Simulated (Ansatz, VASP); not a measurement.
**Two plane-wave programs on Ba2YAs6Ru**

```
As Ba Y Ru
1.0
     0.00000    4.84459    4.84459
     4.84459    0.00000    4.84459
     4.84459    4.84459    0.00000
As Ba Y Ru
6 2 1 1
Direct
  0.73430 0.26570 0.26570
  0.26570 0.73430 0.26570
  0.26570 0.73430 0.73430
  0.73430 0.26570 0.73430
  0.26570 0.26570 0.73430
  0.73430 0.73430 0.26570
  0.25000 0.25000 0.25000
  0.75000 0.75000 0.75000
  0.00000 0.00000 0.00000
  0.50000 0.50000 0.50000
```

Alike in both runs: task single point; functional r2SCAN; k mesh 6 × 6 × 6; no spin polarisation.

```csv
,VASP,Ansatz
version,VASP 6.6.1,Ansatz 0.2.0
potentials or method,"VASP PAW PBE potentials, release 64 (As, Ba_sv, Y_sv, Ru_pv), cutoff 520 eV",PAW plane waves
occupations,"methfessel-paxton of order 1, width 0.1108 eV","cold, width 0.1108 eV"
valence electrons in the cell,75,137
```

```tsv
	VASP	Ansatz	Ansatz less VASP
pressure (GPa)	17.5	16.9	-0.59
rms of the force components (eV/Å)	0.642	0.628	-0.0137
```

VASP's potentials were made for PBE, not for r2SCAN. Atom by atom the forces differ by 0.014 eV/Å (rms over components). VASP's potentials hold 75 valence electrons a cell and Ansatz's 137, so a difference there can come from the potentials and not from the codes.

Spin-orbit coupling is off throughout.
